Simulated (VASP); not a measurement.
# Ta2N (P-3m1) in VASP: settings compared

The runs below take Ta2N through single point, with r2SCAN, PBE.

Everything below comes from runs of VASP 6.6.1. Logs are shortened: lines on timing, memory, paths and dates and some standing lists are left out, and cuts for length are marked.

**1. The cell of the first run**

The structure is trigonal, space group P-3m1 (No. 164). The conventional cell has a = 3.049 Å, b = 3.049 Å, c = 4.770 Å, α = 90.00°, β = 90.00°, γ = 120.00°. Ta (site symmetry 3m) has 3 N at 2.14 Å within 2.8 Å. N (site symmetry -3m) has 6 Ta at 2.14 Å within 2.8 Å.

**2. Single point, r2SCAN**

Input file POSCAR:

```
Ta2N
1.0
    3.0493158896      0.0000000000      0.0000000000
   -1.5246579448      2.6407850245      0.0000000000
    0.0000000000      0.0000000000      4.7704285953
Ta N
2 1
Direct
    0.3333333333      0.6666666667      0.2547110000
    0.6666666667      0.3333333333      0.7452890000
    0.0000000000      0.0000000000      0.0000000000
```

Input file INCAR.step1:

```
ALGO = Normal ; EDIFF = 1E-4
ENCUT = 520 ; GGA = PE
ISMEAR = -1 ; LASPH = T
LCHARG = F ; LREAL = F
LWAVE = T ; NBANDS = 20
NELM = 60 ; PREC = Accurate
SIGMA = 0.05
```

Input file INCAR.step2:

```
ALGO = Normal ; EDIFF = 1E-7
ENCUT = 520 ; ISIF = 2
ISMEAR = -1 ; ISTART = 1
LASPH = T ; LCHARG = F
LMIXTAU = T ; LREAL = F
LWAVE = F ; METAGGA = R2SCAN
NBANDS = 20 ; NELM = 60
PREC = Accurate ; SIGMA = 0.05
```

Input file KPOINTS:

```
k-points
0
Gamma
  10 10 6
```

Potentials or basis: VASP PAW PBE potentials, release 64 (Ta_pv, N).

The run is started by

```sh
$ cat potpaw_PBE.64/Ta_pv/POTCAR potpaw_PBE.64/N/POTCAR > POTCAR
$ cp INCAR.step1 INCAR
$ mpirun -np 1 vasp_std > vasp.out
$ cp INCAR.step2 INCAR
$ mpirun -np 1 vasp_std > vasp.out
```

OUTCAR:

```text
EDIFF = 1E-7
   ENCUT = 520
   ISIF = 2
   ISMEAR = -1
   ISTART = 1
   LASPH = T
   LREAL = F
   METAGGA = R2SCAN
   NELM = 60
   PREC = Accurate

 ion  position               nearest neighbor table
   1  0.333  0.667  0.255-   3 2.14   3 2.14   3 2.14   2 2.93   2 2.93   2 2.93   2 3.00   2 3.00
                             2 3.00
   2  0.667  0.333  0.745-   3 2.14   3 2.14   3 2.14   1 2.93   1 2.93   1 2.93   1 3.00   1 3.00
                             1 3.00
   3  0.000  0.000  0.000-   1 2.14   2 2.14   1 2.14   2 2.14   2 2.14   1 2.14

  LATTYP: Found a hexagonal cell.
 ALAT       =     3.0493158896
 C/A-ratio  =     1.5644258476

  Lattice vectors:

 A1 = (   3.0493158896,   0.0000000000,   0.0000000000)
 A2 = (  -1.5246579448,   2.6407850245,   0.0000000000)
 A3 = (   0.0000000000,   0.0000000000,   4.7704285953)

Analysis of symmetry for initial positions (statically):
=====================================================================
 Subroutine PRICEL returns:
 Original cell was already a primitive cell.

 Routine SETGRP: Setting up the symmetry group for a
 hexagonal supercell.

 Subroutine GETGRP returns: Found 12 space group operations
 (whereof 12 operations were pure point group operations)
 out of a pool of 24 trial point group operations.

The static configuration has the point symmetry D_3d.

Analysis of symmetry for dynamics (positions and initial velocities):
=====================================================================
 Subroutine PRICEL returns:
 Original cell was already a primitive cell.

 Routine SETGRP: Setting up the symmetry group for a
 hexagonal supercell.

 Subroutine GETGRP returns: Found 12 space group operations
 (whereof 12 operations were pure point group operations)
 out of a pool of 24 trial point group operations.

The dynamic configuration has the point symmetry D_3d.

 Subroutine INISYM returns: Found 12 space group operations
 (whereof 12 operations are pure point group operations),
 and found     1 'primitive' translations

----------------------------------------------------------------------------------------

                                     Primitive cell
[... 80 lines left out ...]
   ions per type =               2   1
   NGX,Y,Z   is equivalent  to a cutoff of  13.08, 13.08, 12.55 a.u.
   NGXF,Y,Z  is equivalent  to a cutoff of  26.17, 26.17, 25.09 a.u.
 SYSTEM =  unknown system
   PREC   = accura    normal or accurate (medium, high low for compatibility)
   ISTART =      1    job   : 0-new  1-cont  2-samecut
   ICHARG =      0    charge: 1-file 2-atom 10-const
   ISPIN  =      1    spin polarized calculation?
   LNONCOLLINEAR =      F non collinear calculations
   LSORBIT =      F    spin-orbit coupling
   LASPH  =      T    aspherical Exc in radial PAW
   ENCUT  =  520.0 eV  38.22 Ry    6.18 a.u.   5.67  5.67  8.87*2*pi/ulx,y,z
   NELM   =     60;   NELMIN=  2; NELMDL=  0     # of ELM steps
   EDIFF  = 0.1E-06   stopping-criterion for ELM
   LREAL  =      F    real-space projection
   EDIFFG = 0.1E-05   stopping-criterion for IOM
   NSW    =      0    number of steps for IOM
   IBRION =     -1    ionic relax: 0-MD 1-quasi-New 2-CG
   NFREE  =      0    steps in history (QN), initial steepest desc. (CG)
   ISIF   =      2    stress and relaxation
   ISYM   =      2    0-nonsym 1-usesym 2-fastsym
   POTIM  = 0.5000    time-step for ionic-motion
   TEBEG  =    0.0;   TEEND  =   0.0 temperature during run
   PSTRESS=    0.0 pullay stress
   NELECT =      27.0000    total number of electrons
   NUPDOWN=      -1.0000    fix difference up-down
   EMIN   =  10.00;   EMAX   =-10.00  energy-range for DOS
   EFERMI =   0.00;   METHOD = LEGACY
   ISMEAR =    -1;   SIGMA  =   0.05  broadening in eV -4-tet -1-fermi 0-gaus
   EFERMI_NEDOS =   21; number of points for ismear=-14 and -15
   IALGO  =     38    algorithm
   IMIX   =      4    mixing-type and parameters
     AMIX     =   0.40;   BMIX     =  1.00
     AMIX_MAG =   1.60;   BMIX_MAG =  1.00
  volume/ion in A,a.u.               =      12.80        86.41
  Fermi-wavevector in a.u.,A,eV,Ry     =   1.455566  2.750620 28.826274  2.118671
  Thomas-Fermi vector in A             =   2.572585
   LORBIT       =      0    0 simple, 1 ext, 2 COOP (PROOUT), +10 PAW based schemes
   METAGGA = R2SCAN    functional components
   LHFCALC =     F    Hartree Fock is set to
   AEXX    =    0.0000 exact exchange contribution
   IVDW    =     0    specifies the selected vdW correction
   LEPSILON=     F    determine dielectric tensor
   LRPA    =     F    only Hartree local field effects (RPA)
 non-spin polarized calculation
  energy-cutoff  :      520.00
  volume of cell :       38.41
 maximum number of plane-waves:      1085
 NGX is ok and might be reduce to    24
   NGX = 11   NGY = 11   NGZ = 17

 number of electron      27.0000002 magnetization

 Free energy of the ion-electron system (eV)
  ---------------------------------------------------
  ext. energy  EPLUGINS =         0.00000000
  ---------------------------------------------------
  free energy    TOTEN  =      -108.93898915 eV

  energy without entropy =     -108.92675023  energy(sigma->0) =     -108.93286969

 E-fermi :   8.0745     XC(G=0): -14.2914

 val. band max:        8.0581010596   @ k =   0.1000   0.0000   0.0000
 cond. band min:       8.0764927725   @ k =   0.2000   0.1000   0.3333
 fundamental gap:      0.0183917128
 Fermi energy:         8.0744626081

 k-point     1 :       0.0000    0.0000    0.0000
  band No.  band energies     occupation
      1     -29.0195      2.00000
      2     -28.0608      2.00000
      3     -28.0608      2.00000
      4     -27.9065      2.00000
      5     -27.9065      2.00000
      6     -27.7798      2.00000
[... 541 lines left out ...]
     19      13.1947      0.00000
     20      14.1052      0.00000

 [... further k-points ...]
[... 5 lines left out ...]
  --------------------------------------------------------------------------------------
  -------------------------------------------------------------------------------------
  Total        3.5000644      3.5000644      4.2469725      0.0000000      0.0000000      0.0000000
  in kB      145.9801331    145.9801331    177.1320584      0.0000000      0.0000000      0.0000000
  external PRESSURE =     156.3641082 kB  Pullay stress =       0.0000000 kB

 VOLUME and BASIS-vectors are now :
 -----------------------------------------------------------------------------
  energy-cutoff  :      520.00
  volume of cell :       38.41
      direct lattice vectors                 reciprocal lattice vectors
     3.049315890  0.000000000  0.000000000     0.327942409  0.189337638  0.000000000
    -1.524657945  2.640785024  0.000000000     0.000000000  0.378675277  0.000000000
     0.000000000  0.000000000  4.770428595     0.000000000  0.000000000  0.209624771

 POSITION                                       TOTAL-FORCE (eV/Angst)
 -----------------------------------------------------------------------------------
     -0.00000      1.76052      1.21508        -0.000000      0.000000      0.578349
      1.52466      0.88026      3.55535         0.000000     -0.000000     -0.578349
      0.00000      0.00000      0.00000         0.000000      0.000000     -0.000000
 -----------------------------------------------------------------------------------
    total drift:                               -0.000000      0.000000      0.000000

  FREE ENERGIE OF THE ION-ELECTRON SYSTEM (eV)
  ---------------------------------------------------
  free  energy   TOTEN  =      -108.9389891506 eV

  energy  without entropy=     -108.9267502326  energy(sigma->0) =     -108.93286969
```

OUTCAR.step1:

```text
EDIFF = 1E-4
   ENCUT = 520
   GGA = PE
   ISMEAR = -1
   LASPH = T
[... 779 lines left out ...]
     -0.00000      1.76052      1.21508        -0.000000      0.000000      0.419680
      1.52466      0.88026      3.55535         0.000000      0.000000     -0.419680
      0.00000      0.00000      0.00000        -0.000000      0.000000      0.000000
 -----------------------------------------------------------------------------------
    total drift:                               -0.000000      0.000000      0.000000

  FREE ENERGIE OF THE ION-ELECTRON SYSTEM (eV)
  ---------------------------------------------------
  free  energy   TOTEN  =       -34.2527680546 eV

  energy  without entropy=      -34.2399052622  energy(sigma->0) =      -34.24633666
```

OSZICAR.step1:

```text
N       E                     dE             d eps       ncg     rms          rms(c)
DAV:   1     0.215875379863E+03    0.21588E+03   -0.15038E+04  2880   0.140E+03
DAV:   2    -0.280479721485E+02   -0.24392E+03   -0.23803E+03  3260   0.404E+02
DAV:   3    -0.373510263940E+02   -0.93031E+01   -0.91382E+01  3628   0.718E+01
DAV:   4    -0.374574841081E+02   -0.10646E+00   -0.10477E+00  3500   0.747E+00
DAV:   5    -0.374586696572E+02   -0.11855E-02   -0.11835E-02  3540   0.652E-01    0.296E+01
DAV:   6    -0.345903421838E+02    0.28683E+01   -0.15221E+01  3712   0.252E+01    0.142E+01
DAV:   7    -0.343090818113E+02    0.28126E+00   -0.16519E+00  3224   0.852E+00    0.752E+00
DAV:   8    -0.342572919611E+02    0.51790E-01   -0.23936E-01  3352   0.391E+00    0.417E-01
DAV:   9    -0.342531565673E+02    0.41354E-02   -0.28613E-02  3504   0.110E+00    0.249E-01
DAV:  10    -0.342528834133E+02    0.27315E-03   -0.45493E-03  3632   0.541E-01    0.734E-02
DAV:  11    -0.342527871355E+02    0.96278E-04   -0.10200E-03  3312   0.196E-01    0.337E-02
DAV:  12    -0.342527680546E+02    0.19081E-04   -0.99545E-05  1808   0.720E-02
   1 F= -.34252768E+02 E0= -.34246337E+02  d E =-.128628E-01
```

It took 2.5 min on 1 thread of Intel Xeon Platinum 8559C (Emerald Rapids), shared host; peak memory 0.19 GiB.

Results:

* Free energy: -108.9390 eV
* Pressure: 15.6 GPa
* Largest force: 0.578 eV/Å

Forces in eV/Å, atoms in the order of the input:
```
Ta   0.000  0.000  0.578
Ta   0.000  0.000 -0.578
N    0.000  0.000  0.000
```

Caveat: the PAW data sets were made with another functional, which shifts forces and pressure a little; spin-orbit coupling is left out, which moves the levels of the heavy elements.

(Continued in part 2 of 2.)
